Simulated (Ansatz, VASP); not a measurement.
# One calculation of BiAu, two programs

The input POSCAR:

```
BiAu
1.0
    0.0000000000      2.9687182905      2.9687182905
    2.9687182905      0.0000000000      2.9687182905
    2.9687182905      2.9687182905      0.0000000000
Au Bi
1 1
Direct
    0.5000000000      0.5000000000      0.5000000000
    0.0000000000      0.0000000000      0.0000000000
```

File INCAR.step1:

```
SYSTEM = BiAu
  ALGO = Normal
  EDIFF = 1E-4
  ENCUT = 520
  GGA = PE
  ISMEAR = 0
  LASPH = .True.
  LCHARG = .False.
  LREAL = .False.
  LWAVE = .True.
  NBANDS = 20
  NELM = 100
  PREC = Accurate
  SIGMA = 0.05
```

Contents of INCAR.step2:

```
SYSTEM = BiAu
  ALGO = Normal
  EDIFF = 1E-6
  ENCUT = 520
  ISIF = 2
  ISMEAR = 0
  ISTART = 1
  LASPH = .True.
  LCHARG = .False.
  LMIXTAU = .True.
  LREAL = .False.
  LWAVE = .False.
  METAGGA = R2SCAN
  NBANDS = 20
  NELM = 100
  PREC = Accurate
  SIGMA = 0.05
```

Contents of KPOINTS:

```
k-points
0
Gamma
  10 10 10
  0 0 0
```

Input for Ansatz:

```yaml
crystal:
  lattice:
    - [0.0, 2.9687182905, 2.9687182905]
    - [2.9687182905, 0.0, 2.9687182905]
    - [2.9687182905, 2.9687182905, 0.0]
  atoms:
    - { symbol: Au, position: [0.5, 0.5, 0.5] }
    - { symbol: Bi, position: [0.0, 0.0, 0.0] }
basis:
  ecutwfc: 500
  ecutrho_ratio: 4
kpoints:
  mp_grid: { grid: [10, 10, 10] }
hamiltonian:
  xc: r2scan
scf:
  occupations: { method: gaussian, width: 0.05 }
output:
  forces: true
  stress: true
  eigenvalues: true
```

Alike in both runs: task single point; functional r2SCAN; k mesh 10 × 10 × 10; occupations gaussian, width 0.05 eV; no spin polarisation.

|  | VASP | Ansatz |
| --- | --- | --- |
| version | VASP 6.6.1 | Ansatz 0.2.0 |
| potentials or method | VASP PAW PBE potentials, release 64 (Au, Bi_d), cutoff 520 eV | scalar-relativistic, plane waves, PAW |
| valence electrons in the cell | 26 | 34 |

|  | VASP | Ansatz | Ansatz less VASP |
| --- | --- | --- | --- |
| gap on the k mesh at the Fermi level (eV) | none | none | - |
| pressure (GPa) | -2.1 | -2.1 | 0.00 |

VASP's potentials were made for PBE, not for r2SCAN. A gap of «none» marks a metal or a gap that the smearing closes. With one functional, cell and mesh, what is left measures potentials, basis and numerics. VASP's potentials hold 26 valence electrons a cell and Ansatz's 34, so a difference there can come from the potentials and not from the codes.

Spin-orbit coupling is off throughout.
